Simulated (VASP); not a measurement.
CuO:

```
CELL_PARAMETERS angstrom
0.00000 2.11656 2.11656
2.11656 0.00000 2.11656
2.11656 2.11656 0.00000
ATOMIC_POSITIONS crystal
Cu 0.02950 0.02810 0.90803
O 0.47050 0.47190 0.59197
```

Base run:

- Program: VASP 6.6.1
- Functional: r2SCAN
- Potentials or basis: VASP PAW PBE potentials, release 64 (Cu, O)
- Cutoff: 520 eV
- k mesh: 11 × 11 × 11
- Occupations: fermi-dirac, width 0.05 eV
- Spin: no spin polarisation
- Hubbard terms: Cu d U = 4.5 eV

Its results: band gap on the k mesh zero (an odd number of electrons rules out a gap without spin polarisation); pressure 7.0 GPa; largest force 0.892 eV/Å.

The run is repeated on the same cell with these changes: functional from r2SCAN to RPBE; hubbard terms from Cu d U = 4.5 eV to none. What comes out?

Band gap on the k mesh zero (an odd number of electrons rules out a gap without spin polarisation); pressure 25.2 GPa; largest force 1.127 eV/Å.

Several settings changed at once.

Caveats: the cell stands under pressure; the PAW data sets were made with another functional, which shifts forces and pressure a little; an odd number of electrons without spin polarisation forces a metal; a magnetic or distorted state may lie lower; U without spin polarisation on a metal has little footing (at least some runs); semilocal functionals often make such compounds metallic where correlation or magnetic order opens a gap, which also shifts bond lengths (at least some runs).
